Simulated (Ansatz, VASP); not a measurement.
## Sb in VASP and in Ansatz

INCAR

```
SYSTEM = Sb
ALGO = Normal
EDIFF = 1E-6
ENCUT = 520
GGA = PE
ISIF = 2
ISMEAR = -1
LASPH = .TRUE.
LCHARG = .FALSE.
LREAL = .FALSE.
LWAVE = .FALSE.
NBANDS = 12
NELM = 80
PREC = Accurate
SIGMA = 0.05
```

KPOINTS

```
k-points
0
G
  9 6 6
  0 0 0
```

Contents of POSCAR:

```
Sb
1.0
    3.1224020000      0.0000000000      0.0000000000
    0.0000000000      4.3475180000      0.0000000000
   -0.0389150000      0.0000000000      4.4058520000
Sb
2
Direct
    0.0113890000      0.2500000000      0.2411660000
    0.9886110000      0.7500000000      0.7588340000
```

Contents of input.yaml:

```yaml
crystal:
  lattice:
    - [3.122402, 0.0, 0.0]
    - [0.0, 4.347518, 0.0]
    - [-0.038915, 0.0, 4.405852]
  atoms:
    - { symbol: Sb, position: [0.011389, 0.25, 0.241166] }
    - { symbol: Sb, position: [0.988611, 0.75, 0.758834] }
kpoints:
  mp_grid: { grid: [9, 6, 6] }
scf:
  occupations: { method: fermi_dirac, width: 0.05 }
hamiltonian:
  xc: pbe
  pseudopotentials: { kind: all_electron, lapw: { basis_error: 0.0005 } }
output:
  forces: true
  stress: true
  eigenvalues: true
```

Alike in both runs: task single point; functional PBE; k mesh 9 × 6 × 6; occupations fermi-dirac, width 0.05 eV; no spin polarisation.

|  | VASP | Ansatz |
| --- | --- | --- |
| version | VASP 6.6.1 | Ansatz 0.2.0 |
| potentials or method | VASP PAW PBE potentials, release 64 (Sb), cutoff 520 eV | all-electron LAPW, scalar-relativistic |

Ansatz gave:

```
gap on the k mesh at the Fermi level (eV)                     : none
pressure (GPa)                                                : 0.4
traceless stress, the component that is largest in VASP (GPa) : -0.27
rms of the force components (eV/Å)                            : 0.032
```

**Question.** Estimate VASP's values.

**Answer.** gap on the k mesh at the Fermi level (eV): none; pressure (GPa): 0.4; traceless stress, the component that is largest in VASP (GPa): -0.27; rms of the force components (eV/Å): 0.035.

Atom by atom the forces differ by 0.004 eV/Å (rms over components). A gap of «none» marks a metal or a gap that the smearing closes. Ansatz ran all-electron here, and VASP with PAW potentials.

Spin-orbit coupling is off throughout.
